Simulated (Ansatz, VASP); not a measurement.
**Two plane-wave programs on CaO**

```
Ca O
1.0
     0.00000    2.40748    2.40748
     2.40748    0.00000    2.40748
     2.40748    2.40748    0.00000
Ca O
1 1
Direct
  0.00000 0.00000 0.00000
  0.50000 0.50000 0.50000
```

Change from the starting cell: volume scaled by 0.95, PAW files.

Alike in both runs: task electric field gradients; functional PBE; k mesh 9 × 9 × 9; occupations fermi-dirac, width 0.03 eV; no spin polarisation.

|  | VASP | Ansatz |
| --- | --- | --- |
| version | VASP 6.6.1 | Ansatz 0.2.0 |
| potentials or method | VASP PAW PBE potentials, release 64 (Ca_sv, O) | PAW with Ansatz's default frozen-core files, scalar-relativistic |
| plane-wave cutoff (eV) | 520 | 420 |
| valence electrons in the cell | 16 | 16 |

```tsv
	VASP	Ansatz	Ansatz less VASP
gap on the k mesh at the Fermi level (eV)	3.69	3.71	+0.019
pressure (GPa)	1.6	1.1	-0.58
```

With one functional, cell and mesh, what is left measures potentials, basis and numerics.
